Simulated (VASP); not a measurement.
A run of VASP 6.6.1 is set up as follows.

INCAR

```
ALGO = Normal
EDIFF = 1E-8
ENCUT = 520
GGA = PE
IBRION = 8
ISIF = 2
ISMEAR = -1
LASPH = True
LCHARG = False
LREAL = False
LWAVE = False
NBANDS = 15
NELM = 80
NSW = 1
PREC = Accurate
SIGMA = 0.15
```

The input KPOINTS:

```
k-points
0
Gamma
  16 16 16
```

The input POSCAR:

```
TaN
1.0
    0.0000000000      2.1531792061      2.1531792061
    2.1531792061      0.0000000000      2.1531792061
    2.1531792061      2.1531792061      0.0000000000
Ta N
1 1
Direct
    0.5000000000      0.5000000000      0.5000000000
    0.0000000000      0.0000000000      0.0000000000
```

Potentials or basis: VASP PAW PBE potentials, release 64 (Ta_pv, N).

The run is started by

```sh
$ cat potpaw_PBE.64/Ta_pv/POTCAR potpaw_PBE.64/N/POTCAR > POTCAR
$ mpirun -np 1 vasp_std > vasp.out
```

(1) Predict the highest phonon frequency at Γ, LO-TO splitting left out.

## Answers

(1) 481 cm⁻¹.

Caveat: the cell wasn't relaxed at this level first, which shifts response properties.
